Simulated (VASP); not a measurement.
# C (I4_1/amd) in VASP: notebook

C is run at these levels: PBEsol; tasks: single point.

All numbers are computed with VASP 6.6.1; they aren't measurements. Logs are shortened: lines on timing, memory, paths and dates and some standing lists are left out, and cuts for length are marked.

### Step 1. The cell of the first run

Symmetry: I4_1/amd, No. 141, tetragonal system. Conventional cell: a = 2.538 Å, b = 2.538 Å, c = 3.544 Å, α = 90.00°, β = 90.00°, γ = 90.00°. C (site symmetry -4m2) has 4 C at 1.55 Å within 2.1 Å.

### Step 2. Single point, PBEsol

The input, INCAR:

```
SYSTEM = C
  PREC = Accurate
  ENCUT = 600
  EDIFF = 1E-6
  ISMEAR = 0
  SIGMA = 0.01
  LREAL = .FALSE.
  LASPH = .TRUE.
  NELM = 120
  ALGO = Normal
  ISIF = 2
  LWAVE = .FALSE.
  LCHARG = .FALSE.
  GGA = PS
  NBANDS = 11
  GGA_COMPAT = .FALSE.
```

The input, KPOINTS:

```
regular mesh
0
G
  6 6 6
  0 0 0
```

The input, POSCAR:

```
C
1.0
    0.0000000000      1.7946008943      1.7722278823
    1.7946008943      0.0000000000      1.7722278823
    1.7946008943      1.7946008943      0.0000000000
C
2
Direct
    0.0000000000      0.0000000000      0.0000000000
    0.2500000000      0.2500000000      0.2500000000
```

Potentials or basis: VASP PAW PBE potentials, release 64 (C).

On the command line:

```console
> cat potpaw_PBE.64/C/POTCAR > POTCAR
> mpirun -np 1 vasp_std > vasp.out
```

OUTCAR:

```text
SYSTEM = C
   PREC = Accurate
   ENCUT = 600
   EDIFF = 1E-6
   ISMEAR = 0
   LREAL = .FALSE.
   LASPH = .TRUE.
   NELM = 120
   ISIF = 2
   GGA = PS

 ion  position               nearest neighbor table
   1  0.000  0.000  0.000-   2 1.55   2 1.55   2 1.55   2 1.55
   2  0.250  0.250  0.250-   1 1.55   1 1.55   1 1.55   1 1.55

  LATTYP: Found a body centered tetragonal cell.
 ALAT       =     2.5379489238
 C/A-ratio  =     1.3965827805

  Lattice vectors:

 A1 = (   0.0000000000,  -1.7946008943,  -1.7722278823)
 A2 = (   0.0000000000,   1.7946008943,  -1.7722278823)
 A3 = (   1.7946008943,   0.0000000000,   1.7722278823)

Analysis of symmetry for initial positions (statically):
=====================================================================
 Subroutine PRICEL returns:
 Original cell was already a primitive cell.

 Routine SETGRP: Setting up the symmetry group for a
 body centered tetragonal supercell.

 Subroutine GETGRP returns: Found 16 space group operations
 (whereof  8 operations were pure point group operations)
 out of a pool of 16 trial point group operations.

The static configuration has the point symmetry D_2d.
 The point group associated with its full space group is D_4h.

Analysis of symmetry for dynamics (positions and initial velocities):
=====================================================================
 Subroutine PRICEL returns:
 Original cell was already a primitive cell.

 Routine SETGRP: Setting up the symmetry group for a
 body centered tetragonal supercell.

 Subroutine GETGRP returns: Found 16 space group operations
 (whereof  8 operations were pure point group operations)
 out of a pool of 16 trial point group operations.

The dynamic configuration has the point symmetry D_2d.
 The point group associated with its full space group is D_4h.

 Subroutine INISYM returns: Found 16 space group operations
 (whereof  8 operations are pure point group operations),
 and found     1 'primitive' translations

----------------------------------------------------------------------------------------

                                     Primitive cell

  volume of cell :      11.4152

  direct lattice vectors                    reciprocal lattice vectors
     0.000000000  1.794600894  1.772227882    -0.278613480  0.278613480  0.282130760
     1.794600894  0.000000000  1.772227882     0.278613480 -0.278613480  0.282130760
     1.794600894  1.794600894  0.000000000     0.278613480  0.278613480 -0.282130760
[... 85 lines left out ...]
   LREAL  =      F    real-space projection
   EDIFFG = 0.1E-04   stopping-criterion for IOM
   NSW    =      0    number of steps for IOM
   IBRION =     -1    ionic relax: 0-MD 1-quasi-New 2-CG
   NFREE  =      0    steps in history (QN), initial steepest desc. (CG)
   ISIF   =      2    stress and relaxation
   ISYM   =      2    0-nonsym 1-usesym 2-fastsym
   POTIM  = 0.5000    time-step for ionic-motion
   TEBEG  =    0.0;   TEEND  =   0.0 temperature during run
   PSTRESS=    0.0 pullay stress
   NELECT =       8.0000    total number of electrons
   NUPDOWN=      -1.0000    fix difference up-down
   EMIN   =  10.00;   EMAX   =-10.00  energy-range for DOS
   EFERMI =   0.00;   METHOD = LEGACY
   ISMEAR =     0;   SIGMA  =   0.01  broadening in eV -4-tet -1-fermi 0-gaus
   EFERMI_NEDOS =   21; number of points for ismear=-14 and -15
   IALGO  =     38    algorithm
   IMIX   =      4    mixing-type and parameters
     AMIX     =   0.40;   BMIX     =  1.00
     AMIX_MAG =   1.60;   BMIX_MAG =  1.00
  volume/ion in A,a.u.               =       5.71        38.52
  Fermi-wavevector in a.u.,A,eV,Ry     =   1.454152  2.747948 28.770297  2.114557
  Thomas-Fermi vector in A             =   2.571336
   LORBIT       =      0    0 simple, 1 ext, 2 COOP (PROOUT), +10 PAW based schemes
   GGA     = PS    functional components
   LHFCALC =     F    Hartree Fock is set to
   AEXX    =    0.0000 exact exchange contribution
   IVDW    =     0    specifies the selected vdW correction
   LEPSILON=     F    determine dielectric tensor
   LRPA    =     F    only Hartree local field effects (RPA)
 non-spin polarized calculation
 Gauss-broadening in eV      SIGMA  =   0.01
  energy-cutoff  :      600.00
  volume of cell :       11.42
 maximum number of plane-waves:       389
   NGX =  9   NGY =  9   NGZ = 11

 number of electron       7.9999999 magnetization

 Free energy of the ion-electron system (eV)
  ---------------------------------------------------
  ext. energy  EPLUGINS =         0.00000000
  ---------------------------------------------------
  free energy    TOTEN  =       -19.23784750 eV

  energy without entropy =      -19.23784750  energy(sigma->0) =      -19.23784750

 E-fermi :   9.8813     XC(G=0): -13.4008

 val. band max:        9.7450561234   @ k =   0.0000   0.0000   0.0000
 cond. band min:      13.4492306193   @ k =   0.3333   0.3333   0.0000
 fundamental gap:      3.7041744958
 Fermi energy:         9.8813213498

 k-point     1 :       0.0000    0.0000    0.0000
  band No.  band energies     occupation
      1     -11.8174      2.00000
      2       9.5591      2.00000
      3       9.5591      2.00000
      4       9.7451      2.00000
      5      15.0420      0.00000
      6      15.1947      0.00000
      7      15.1947      0.00000
      8      22.8436      0.00000
      9      28.4982      0.00000
     10      35.6898      0.00000
     11      36.3185      0.00000
[... 309 lines left out ...]
 k-point    24 :       0.5000    0.0000    0.3333
  band No.  band energies     occupation
      1      -5.2622      2.00000
      2      -0.5990      2.00000
      3       1.9501      2.00000
      4       4.0432      2.00000
      5      14.8247      0.00000
      6      17.9092      0.00000
      7      24.2683      0.00000
      8      24.7388      0.00000
      9      30.4932      0.00000
     10      32.7311      0.00000
     11      38.4517      0.00000

 [... further k-points ...]
[... 5 lines left out ...]
  --------------------------------------------------------------------------------------
  -------------------------------------------------------------------------------------
  Total       -0.7693363     -0.7693363      0.0335927      0.0000000      0.0000000      0.0000000
  in kB     -107.9795395   -107.9795395      4.7148745      0.0000000      0.0000000      0.0000000
  external PRESSURE =     -70.4147348 kB  Pullay stress =       0.0000000 kB

 VOLUME and BASIS-vectors are now :
 -----------------------------------------------------------------------------
  energy-cutoff  :      600.00
  volume of cell :       11.42
      direct lattice vectors                 reciprocal lattice vectors
     0.000000000  1.794600894  1.772227882    -0.278613480  0.278613480  0.282130760
     1.794600894  0.000000000  1.772227882     0.278613480 -0.278613480  0.282130760
     1.794600894  1.794600894  0.000000000     0.278613480  0.278613480 -0.282130760

 POSITION                                       TOTAL-FORCE (eV/Angst)
 -----------------------------------------------------------------------------------
      0.00000      0.00000      0.00000         0.000000      0.000000      0.000000
      0.89730      0.89730      0.88611        -0.000000     -0.000000      0.000000
 -----------------------------------------------------------------------------------
    total drift:                                0.000000      0.000000      0.000000

  FREE ENERGIE OF THE ION-ELECTRON SYSTEM (eV)
  ---------------------------------------------------
  free  energy   TOTEN  =       -19.2378475047 eV

  energy  without entropy=      -19.2378475047  energy(sigma->0) =      -19.23784750
```

OSZICAR:

```text
N       E                     dE             d eps       ncg     rms          rms(c)
DAV:   1     0.191003960295E+01    0.19100E+01   -0.54521E+03   660   0.823E+02
DAV:   2    -0.194687774125E+02   -0.21379E+02   -0.20300E+02   850   0.129E+02
DAV:   3    -0.198891782134E+02   -0.42040E+00   -0.41965E+00   776   0.151E+01
DAV:   4    -0.198898196595E+02   -0.64145E-03   -0.64143E-03   714   0.734E-01
DAV:   5    -0.198898204422E+02   -0.78272E-06   -0.78267E-06   735   0.249E-02    0.552E+00
DAV:   6    -0.194063214820E+02    0.48350E+00   -0.24641E-01   678   0.344E+00    0.325E+00
DAV:   7    -0.192372803071E+02    0.16904E+00   -0.29754E-01   699   0.382E+00    0.670E-01
DAV:   8    -0.192378207146E+02   -0.54041E-03   -0.72637E-03   690   0.670E-01    0.293E-02
DAV:   9    -0.192378391277E+02   -0.18413E-04   -0.16267E-05   758   0.366E-02    0.211E-02
DAV:  10    -0.192378476793E+02   -0.85516E-05   -0.36402E-06   717   0.166E-02    0.450E-03
DAV:  11    -0.192378475047E+02    0.17459E-06   -0.93023E-08   386   0.267E-03
   1 F= -.19237848E+02 E0= -.19237848E+02  d E =-.597381E-85
```

Wall time 6.2 s (1 thread of AMD EPYC 7R13 (Zen 3), shared host); peak memory 0.09 GiB.

Results:

- Free energy: -19.2378 eV
- Pressure: -7.0 GPa
- Band gap on the k mesh: 3.70 eV, indirect (least direct gap 5.30 eV)

Caveat: the k points lie up to 0.51 Å⁻¹ apart; the PAW data sets were made with another functional, which shifts forces and pressure a little. A k mesh can miss the band edges.

### Step 3. Single point, PBEsol

The input, INCAR:

```
ALGO = Normal
EDIFF = 1E-6
ENCUT = 600
GGA = PS
GGA_COMPAT = False
ISIF = 2
ISMEAR = 0
LASPH = True
LCHARG = False
LREAL = False
LWAVE = False
NBANDS = 11
NELM = 120
PREC = Accurate
SIGMA = 0.01
```

The input, KPOINTS:

```
k-points
0
Gamma
  6 6 6
```

POSCAR is that of step 2.

Potentials or basis: VASP PAW PBE potentials, release 64 (C).

On the command line:

```console
> cat potpaw_PBE.64/C/POTCAR > POTCAR
> mpirun -np 1 vasp_std > vasp.out
```

Wall time 5.4 s (1 thread of AMD EPYC 7R13 (Zen 3), shared host); peak memory 0.08 GiB.

Results (log left out):

```
Free energy            : -19.2378 eV
Pressure               : -7.0 GPa
Band gap on the k mesh : 3.70 eV, indirect (least direct gap 5.30 eV)
```

Stress tensor (GPa, compression positive):
```
-10.80   0.00   0.00
  0.00 -10.80   0.00
  0.00   0.00   0.47
```

Levels at points of the mesh, in eV from the valence-band top:
| k point | band 1 | band 2 | band 3 | band 4 | band 5 | band 6 | band 7 | band 8 | band 9 |
| --- | --- | --- | --- | --- | --- | --- | --- | --- | --- |
| (0.00, 0.00, 0.00) | -21.56 | -0.19 | -0.19 | 0.00 | 5.30 | 5.45 | 5.45 | 13.10 | 18.75 |
| (0.50, 0.00, 0.00) | -15.77 | -13.52 | -3.03 | -2.81 | 8.17 | 8.18 | 8.74 | 15.31 | 21.42 |
| (0.50, 0.50, 0.00) | -12.73 | -12.73 | -6.55 | -6.55 | 4.27 | 4.27 | 16.61 | 16.61 | 22.95 |
| (0.50, 0.00, 0.50) | -12.92 | -12.92 | -6.36 | -6.36 | 4.56 | 4.56 | 16.53 | 16.53 | 22.76 |

Caveat: the k points lie up to 0.51 Å⁻¹ apart; the PAW data sets were made with another functional, which shifts forces and pressure a little.
